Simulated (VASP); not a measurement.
# BaTiO3 (P4mm) in VASP: single point with r2SCAN+U

Aim: the single point of BaTiO3 with r2SCAN+U.

Program: VASP 6.6.1. These are calculated values, not measurements. Logs are shortened: lines on timing, memory, paths and dates and some standing lists are left out, and cuts for length are marked.

### Step 1. The cell of the first run

It takes space group P4mm (No. 99, tetragonal). Conventional cell: a = 4.029 Å, b = 4.029 Å, c = 4.053 Å, α = 90.00°, β = 90.00°, γ = 90.00°. Ba (site symmetry 4mm) has 12 O at 2.82 to 2.90 Å and 8 Ti at 3.49 to 3.50 Å within 3.7 Å. Within 2.6 Å of Ti (site symmetry 4mm) lie 6 O at 1.96 to 2.10 Å. Within 2.6 Å of O (site symmetry 4mm) lie 2 Ti at 1.96 to 2.10 Å. O (site symmetry 2mm) has 2 Ti at 2.02 Å and 8 O at 2.78 to 2.94 Å and 4 Ba at 2.82 to 2.90 Å within 3.0 Å.

### Step 2. Single point, r2SCAN+U

POSCAR reads:

```
BaTiO3
1.0
    4.0293096200      4.0293096200      0.0000000000
    0.0000000000      4.0293096200      4.0528881500
    4.0293096200      0.0000000000      4.0528881500
Ba Ti O
2 2 6
Direct
    0.0000000000      0.0000000000      0.0000000000
    0.5000000000      0.5000000000      0.5000000000
    0.2489500000      0.2510500000      0.2510500000
    0.7489500000      0.7510500000      0.7510500000
    0.0076500000      0.4923500000      0.4923500000
    0.5076500000      0.9923500000      0.9923500000
    0.4935000000      0.5065000000      0.0065000000
    0.9935000000      0.0065000000      0.5065000000
    0.4935000000      0.0065000000      0.5065000000
    0.9935000000      0.5065000000      0.0065000000
```

INCAR.step1 reads:

```
SYSTEM = BaTiO3
  PREC = Accurate
  ENCUT = 660
  ISMEAR = -1
  SIGMA = 0.1
  LREAL = .False.
  LASPH = .True.
  NELM = 200
  LMAXMIX = 4
  LDAU = .True.
  LDAUTYPE = 2
  LDAUL = -1 2 1
  LDAUU = 0 5.01 6.12
  LDAUJ = 0 0 0
  NBANDS = 51
  GGA = PE
  ALGO = Normal
  EDIFF = 1E-5
  LWAVE = .True.
  LCHARG = .False.
  GGA_COMPAT = .False.
```

INCAR.step2 reads:

```
SYSTEM = BaTiO3
  PREC = Accurate
  ENCUT = 660
  EDIFF = 1E-6
  ISMEAR = -1
  SIGMA = 0.1
  LREAL = .False.
  LASPH = .True.
  NELM = 200
  ALGO = Normal
  ISIF = 2
  LWAVE = .False.
  LCHARG = .True.
  LMAXMIX = 4
  LDAU = .True.
  LDAUTYPE = 2
  LDAUL = -1 2 1
  LDAUU = 0 5.01 6.12
  LDAUJ = 0 0 0
  LDAUPRINT = 1
  METAGGA = R2SCAN
  LMIXTAU = .True.
  LELF = .True.
  LVHAR = .True.
  NBANDS = 51
  ISTART = 1
  GGA_COMPAT = .False.
```

KPOINTS reads:

```
Automatic mesh
0
Gamma
  6 6 6
  0 0 0
```

Potentials or basis: VASP PAW PBE potentials, release 64 (Ba_sv, Ti_sv, O).

Run with:

```console
cat potpaw_PBE.64/Ba_sv/POTCAR potpaw_PBE.64/Ti_sv/POTCAR potpaw_PBE.64/O/POTCAR > POTCAR
cp INCAR.step1 INCAR
mpirun -np 1 vasp_std > vasp.out
cp INCAR.step2 INCAR
mpirun -np 1 vasp_std > vasp.out
```

OUTCAR:

```text
SYSTEM = BaTiO3
   PREC = Accurate
   ENCUT = 660
   EDIFF = 1E-6
   ISMEAR = -1
   LREAL = .False.
   LASPH = .True.
   NELM = 200
   ISIF = 2
   METAGGA = R2SCAN
   ISTART = 1

 ion  position               nearest neighbor table
   1  0.000  0.000  0.000-   7 2.82   8 2.82   9 2.82  10 2.82   6 2.85   6 2.85   5 2.85   5 2.85
                             8 2.90  10 2.90   7 2.90   9 2.90   4 3.49   3 3.49   4 3.49   3 3.49
   2  0.500  0.500  0.500-   7 2.82   8 2.82   9 2.82  10 2.82   5 2.85   5 2.85   6 2.85   6 2.85
                             7 2.90   9 2.90   8 2.90  10 2.90   3 3.49   4 3.49   3 3.49   4 3.49
   3  0.249  0.251  0.251-   5 1.96   7 2.02   8 2.02   9 2.02  10 2.02   6 2.10   2 3.49   1 3.49
                             1 3.49   2 3.49   2 3.50   2 3.50   1 3.50   1 3.50
   4  0.749  0.751  0.751-   6 1.96   7 2.02   8 2.02   9 2.02  10 2.02   5 2.10   1 3.49   2 3.49
                             2 3.49   1 3.49   1 3.50   1 3.50   2 3.50   2 3.50
   5  0.008  0.492  0.492-   3 1.96   4 2.10   2 2.85   1 2.85   1 2.85   2 2.85
   6  0.508  0.992  0.992-   4 1.96   3 2.10   1 2.85   2 2.85   2 2.85   1 2.85
   7  0.493  0.507  0.007-   3 2.02   4 2.02   1 2.82   2 2.82   1 2.90   2 2.90
   8  0.993  0.007  0.507-   3 2.02   4 2.02   1 2.82   2 2.82   2 2.90   1 2.90
   9  0.493  0.007  0.507-   3 2.02   4 2.02   1 2.82   2 2.82   1 2.90   2 2.90
  10  0.993  0.507  0.007-   3 2.02   4 2.02   1 2.82   2 2.82   2 2.90   1 2.90

  LATTYP: Found a body centered tetragonal cell.
 ALAT       =     5.6983043116
 C/A-ratio  =     1.4224891927

  Lattice vectors:

 A1 = (   0.0000000000,   4.0293096200,   4.0528881500)
 A2 = (   0.0000000000,  -4.0293096200,   4.0528881500)
 A3 = (   4.0293096200,   0.0000000000,  -4.0528881500)

Analysis of symmetry for initial positions (statically):
=====================================================================
 Subroutine PRICEL returns following result:

  LATTYP: Found a simple tetragonal cell.
 ALAT       =     4.0293096200
 C/A-ratio  =     1.0058517543

  Lattice vectors:

 A1 = (   0.0000000000,   4.0293096200,   0.0000000000)
 A2 = (  -4.0293096200,   0.0000000000,   0.0000000000)
 A3 = (   0.0000000000,   0.0000000000,   4.0528881500)

   2 primitive cells build up your supercell.

 Routine SETGRP: Setting up the symmetry group for a
 body centered tetragonal supercell.

 Subroutine GETGRP returns: Found  8 space group operations
 (whereof  8 operations were pure point group operations)
 out of a pool of 16 trial point group operations.

The static configuration has the point symmetry C_4v.

Analysis of symmetry for dynamics (positions and initial velocities):
=====================================================================
 Subroutine PRICEL returns following result:

  LATTYP: Found a simple tetragonal cell.
 ALAT       =     4.0293096200
 C/A-ratio  =     1.0058517543

  Lattice vectors:

 A1 = (   0.0000000000,   4.0293096200,   0.0000000000)
 A2 = (  -4.0293096200,   0.0000000000,   0.0000000000)
 A3 = (   0.0000000000,   0.0000000000,   4.0528881500)

   2 primitive cells build up your supercell.

 Routine SETGRP: Setting up the symmetry group for a
 body centered tetragonal supercell.

 Subroutine GETGRP returns: Found  8 space group operations
 (whereof  8 operations were pure point group operations)
 out of a pool of 16 trial point group operations.

The dynamic configuration has the point symmetry C_4v.

[... 137 lines left out ...]
   LEPSILON=     F    determine dielectric tensor
   LRPA    =     F    only Hartree local field effects (RPA)
 non-spin polarized calculation
  energy-cutoff  :      660.00
  volume of cell :      131.60
 maximum number of plane-waves:      5096
   NGX = 23   NGY = 23   NGZ = 23

atom =   3  type =  2  l = 2

 onsite density matrix

spin component  1

  0.0863  0.0000 -0.0000  0.0000  0.0000
  0.0000  0.0862  0.0000  0.0000  0.0000
 -0.0000  0.0000  0.2274 -0.0000  0.0000
  0.0000  0.0000 -0.0000  0.0862 -0.0000
  0.0000  0.0000  0.0000 -0.0000  0.2266

spin component  2

  0.0863  0.0000 -0.0000  0.0000  0.0000
  0.0000  0.0862  0.0000  0.0000  0.0000
 -0.0000  0.0000  0.2274 -0.0000  0.0000
  0.0000  0.0000 -0.0000  0.0862 -0.0000
  0.0000  0.0000  0.0000 -0.0000  0.2266

 occupancies and eigenvectors

  o =  0.0862  v =  0.0000 -0.5810 -0.0000  0.8139 -0.0000  0.0000  0.0000  0.0000  0.0000  0.0000      0.0000  0.0000  0.0000  0.0000  0.0000  0.0000  0.0000  0.0000  0.0000  0.0000
  o =  0.0862  v =  0.0000  0.0000  0.0000  0.0000  0.0000  0.0000 -0.5810 -0.0000  0.8139 -0.0000      0.0000  0.0000  0.0000  0.0000  0.0000  0.0000  0.0000  0.0000  0.0000  0.0000
  o =  0.0862  v =  0.0000  0.8139  0.0000  0.5810  0.0000  0.0000  0.0000  0.0000  0.0000  0.0000      0.0000  0.0000  0.0000  0.0000  0.0000  0.0000  0.0000  0.0000  0.0000  0.0000
  o =  0.0862  v =  0.0000  0.0000  0.0000  0.0000  0.0000  0.0000  0.8139  0.0000  0.5810  0.0000      0.0000  0.0000  0.0000  0.0000  0.0000  0.0000  0.0000  0.0000  0.0000  0.0000
  o =  0.0863  v =  1.0000  0.0000  0.0000  0.0000  0.0000  0.0000  0.0000  0.0000  0.0000  0.0000      0.0000  0.0000  0.0000  0.0000  0.0000  0.0000  0.0000  0.0000  0.0000  0.0000
  o =  0.0863  v =  0.0000  0.0000  0.0000  0.0000  0.0000  1.0000  0.0000  0.0000  0.0000  0.0000      0.0000  0.0000  0.0000  0.0000  0.0000  0.0000  0.0000  0.0000  0.0000  0.0000
  o =  0.2266  v =  0.0000  0.0000  0.0000  0.0000  0.0000  0.0000  0.0000 -0.0000 -0.0000 -1.0000      0.0000  0.0000  0.0000  0.0000  0.0000  0.0000  0.0000  0.0000  0.0000  0.0000
  o =  0.2266  v =  0.0000  0.0000 -0.0000 -0.0000 -1.0000  0.0000  0.0000  0.0000  0.0000  0.0000      0.0000  0.0000  0.0000  0.0000  0.0000  0.0000  0.0000  0.0000  0.0000  0.0000
  o =  0.2274  v =  0.0000  0.0000  0.0000  0.0000  0.0000  0.0000  0.0000 -1.0000  0.0000  0.0000      0.0000  0.0000  0.0000  0.0000  0.0000  0.0000  0.0000  0.0000  0.0000  0.0000
  o =  0.2274  v =  0.0000  0.0000 -1.0000  0.0000  0.0000  0.0000  0.0000  0.0000  0.0000  0.0000      0.0000  0.0000  0.0000  0.0000  0.0000  0.0000  0.0000  0.0000  0.0000  0.0000

atom =   4  type =  2  l = 2

 onsite density matrix

spin component  1

  0.0863  0.0000 -0.0000 -0.0000  0.0000
  0.0000  0.0862 -0.0000  0.0000  0.0000
 -0.0000 -0.0000  0.2274  0.0000  0.0000
 -0.0000  0.0000  0.0000  0.0862  0.0000
  0.0000  0.0000  0.0000  0.0000  0.2266

spin component  2

  0.0863  0.0000 -0.0000 -0.0000  0.0000
  0.0000  0.0862 -0.0000  0.0000  0.0000
 -0.0000 -0.0000  0.2274  0.0000  0.0000
 -0.0000  0.0000  0.0000  0.0862  0.0000
  0.0000  0.0000  0.0000  0.0000  0.2266

 occupancies and eigenvectors

  o =  0.0862  v =  0.0000 -0.1721 -0.0000 -0.9851 -0.0000  0.0000  0.0000  0.0000  0.0000  0.0000      0.0000  0.0000  0.0000  0.0000  0.0000  0.0000  0.0000  0.0000  0.0000  0.0000
  o =  0.0862  v =  0.0000  0.0000  0.0000  0.0000  0.0000  0.0000 -0.1721 -0.0000 -0.9851 -0.0000      0.0000  0.0000  0.0000  0.0000  0.0000  0.0000  0.0000  0.0000  0.0000  0.0000
  o =  0.0862  v =  0.0000 -0.9851 -0.0000  0.1721 -0.0000  0.0000  0.0000  0.0000  0.0000  0.0000      0.0000  0.0000  0.0000  0.0000  0.0000  0.0000  0.0000  0.0000  0.0000  0.0000
  o =  0.0862  v =  0.0000  0.0000  0.0000  0.0000  0.0000  0.0000 -0.9851 -0.0000  0.1721 -0.0000      0.0000  0.0000  0.0000  0.0000  0.0000  0.0000  0.0000  0.0000  0.0000  0.0000
  o =  0.0863  v =  1.0000  0.0000  0.0000  0.0000  0.0000  0.0000  0.0000  0.0000  0.0000  0.0000      0.0000  0.0000  0.0000  0.0000  0.0000  0.0000  0.0000  0.0000  0.0000  0.0000
  o =  0.0863  v =  0.0000  0.0000  0.0000  0.0000  0.0000  1.0000  0.0000  0.0000  0.0000  0.0000      0.0000  0.0000  0.0000  0.0000  0.0000  0.0000  0.0000  0.0000  0.0000  0.0000
  o =  0.2266  v =  0.0000  0.0000  0.0000  0.0000  0.0000  0.0000  0.0000  0.0000  0.0000 -1.0000      0.0000  0.0000  0.0000  0.0000  0.0000  0.0000  0.0000  0.0000  0.0000  0.0000
  o =  0.2266  v =  0.0000  0.0000  0.0000  0.0000 -1.0000  0.0000  0.0000  0.0000  0.0000  0.0000      0.0000  0.0000  0.0000  0.0000  0.0000  0.0000  0.0000  0.0000  0.0000  0.0000
  o =  0.2274  v =  0.0000  0.0000  0.0000  0.0000  0.0000  0.0000  0.0000 -1.0000  0.0000 -0.0000      0.0000  0.0000  0.0000  0.0000  0.0000  0.0000  0.0000  0.0000  0.0000  0.0000
  o =  0.2274  v =  0.0000  0.0000 -1.0000  0.0000 -0.0000  0.0000  0.0000  0.0000  0.0000  0.0000      0.0000  0.0000  0.0000  0.0000  0.0000  0.0000  0.0000  0.0000  0.0000  0.0000

 number of electron      80.0000011 magnetization

 Free energy of the ion-electron system (eV)
  ---------------------------------------------------
  ext. energy  EPLUGINS =         0.00000000
  ---------------------------------------------------
  free energy    TOTEN  =      -115.52487189 eV

  energy without entropy =     -115.52487154  energy(sigma->0) =     -115.52487171

 E-fermi :   4.7814     XC(G=0): -11.7527

 val. band max:        3.2769842299   @ k =   0.0000   0.0000   0.0000
 cond. band min:       6.1882049003   @ k =   0.0000   0.0000   0.0000
 fundamental gap:      2.9112206704
 Fermi energy:         4.7814044048

 k-point     1 :       0.0000    0.0000    0.0000
  band No.  band energies     occupation
      1     -56.9935      2.00000
      2     -56.9915      2.00000
      3     -32.1047      2.00000
      4     -32.0968      2.00000
      5     -32.0968      2.00000
      6     -32.0725      2.00000
[... 1285 lines left out ...]
     50      10.1400      0.00000
     51      11.4293      0.00000

 [... further k-points ...]
[... 5 lines left out ...]
  --------------------------------------------------------------------------------------
  -------------------------------------------------------------------------------------
  Total       -1.4230281     -1.4230281     -1.9225163      0.0000000      0.0000000      0.0000000
  in kB      -17.3247975    -17.3247975    -23.4058664      0.0000000      0.0000000      0.0000000
  external PRESSURE =     -19.3518205 kB  Pullay stress =       0.0000000 kB

 VOLUME and BASIS-vectors are now :
 -----------------------------------------------------------------------------
  energy-cutoff  :      660.00
  volume of cell :      131.60
      direct lattice vectors                 reciprocal lattice vectors
     4.029309620  4.029309620  0.000000000     0.124090737  0.124090737 -0.123368813
     0.000000000  4.029309620  4.052888150    -0.124090737  0.124090737  0.123368813
     4.029309620  0.000000000  4.052888150     0.124090737 -0.124090737  0.123368813

 POSITION                                       TOTAL-FORCE (eV/Angst)
 -----------------------------------------------------------------------------------
      0.00000      0.00000      0.00000         0.000000      0.000000      0.018287
      4.02931      4.02931      4.05289         0.000000      0.000000      0.018287
      2.01465      2.01465      2.03496         0.000000      0.000000      0.189169
      6.04396      6.04396      6.08784         0.000000      0.000000      0.189169
      2.01465      2.01465      3.99088         0.000000      0.000000      0.989472
      6.04396      6.04396      8.04377         0.000000      0.000000      0.989472
      2.01465      4.02931      2.07913         0.000000      0.000000     -0.598464
      6.04396      4.02931      2.07913         0.000000      0.000000     -0.598464
      4.02931      2.01465      2.07913         0.000000      0.000000     -0.598464
      4.02931      6.04396      2.07913         0.000000      0.000000     -0.598464
 -----------------------------------------------------------------------------------
    total drift:                                0.000001      0.000001      0.002650

  FREE ENERGIE OF THE ION-ELECTRON SYSTEM (eV)
  ---------------------------------------------------
  free  energy   TOTEN  =      -115.5248718889 eV

  energy  without entropy=     -115.5248715396  energy(sigma->0) =     -115.52487171
```

Wall time 14 min (1 thread of AMD EPYC 9R45 (Zen 5), shared host); peak memory 0.48 GiB.

Results:

* Free energy: -115.5249 eV
* Pressure: -1.9 GPa
* Largest force: 0.989 eV/Å
* Band gap on the k mesh: 2.91 eV

Forces in eV/Å, atoms in the order of the input:
```
Ba   0.000  0.000  0.018
Ba   0.000  0.000  0.018
Ti   0.000  0.000  0.189
Ti   0.000  0.000  0.189
O    0.000  0.000  0.989
O    0.000  0.000  0.989
O    0.000  0.000 -0.598
O    0.000  0.000 -0.598
O    0.000  0.000 -0.598
O    0.000  0.000 -0.598
```

Eigenvalues of the final occupation matrices:
```csv
site,spin,trace,eigenvalues
site 3 d,1,0.71,0.09 0.09 0.09 0.23 0.23
site 3 d,2,0.71,0.09 0.09 0.09 0.23 0.23
site 4 d,1,0.71,0.09 0.09 0.09 0.23 0.23
site 4 d,2,0.71,0.09 0.09 0.09 0.23 0.23
```

Caveat: the PAW data sets were made with another functional, which shifts forces and pressure a little; spin-orbit coupling is left out, which moves the levels of the heavy elements. A k mesh can miss the band edges.
